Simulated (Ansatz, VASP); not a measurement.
## Two plane-wave programs on B5Pt

```xyz
6
Lattice="2.8218 0.0000 0.0000 0.0000 2.8218 0.0000 0.0000 0.0000 6.0193" Properties=species:S:1:pos:R:3 pbc="T T T"
B     1.4109    1.4109    2.1881
B     1.4109    1.4109    3.8311
B     0.0000    0.0000    1.3727
B     0.0000    0.0000    4.6465
B     0.0000    0.0000    3.0096
Pt    1.4109    1.4109    0.0000
```

Change from the starting cell: species swapped into the Hf5Pb type (P4/mmm, No. 123).

Alike in both runs: task relaxation of cell and atoms; functional PBE; k mesh 6 × 6 × 4; occupations gaussian, width 0.1 eV; no spin polarisation.

```csv
,VASP,Ansatz
version,VASP 6.6.1,Ansatz 0.2.0
potentials or method,"VASP PAW PBE potentials, release 64 (B, Pt), cutoff 600 eV","scalar-relativistic, plane waves, PAW"
valence electrons in the cell,25,33
```

|  | VASP | Ansatz | Ansatz less VASP |
| --- | --- | --- | --- |
| gap on the k mesh at the Fermi level, each at its own relaxed structure (eV) | none | none | - |
| relaxed volume (Å³/atom) | 8.04 | 8.07 | +0.037 |
| relaxed cell length with the largest relative difference (Å) | 2.848 | 2.856 | +0.0080 |

A gap of «none» marks a metal or a gap that the smearing closes. VASP's potentials hold 25 valence electrons a cell and Ansatz's 33, so a difference there can come from the potentials and not from the codes.

The k mesh is coarse, so the values compare programs but aren't converged. Spin-orbit coupling is off throughout.
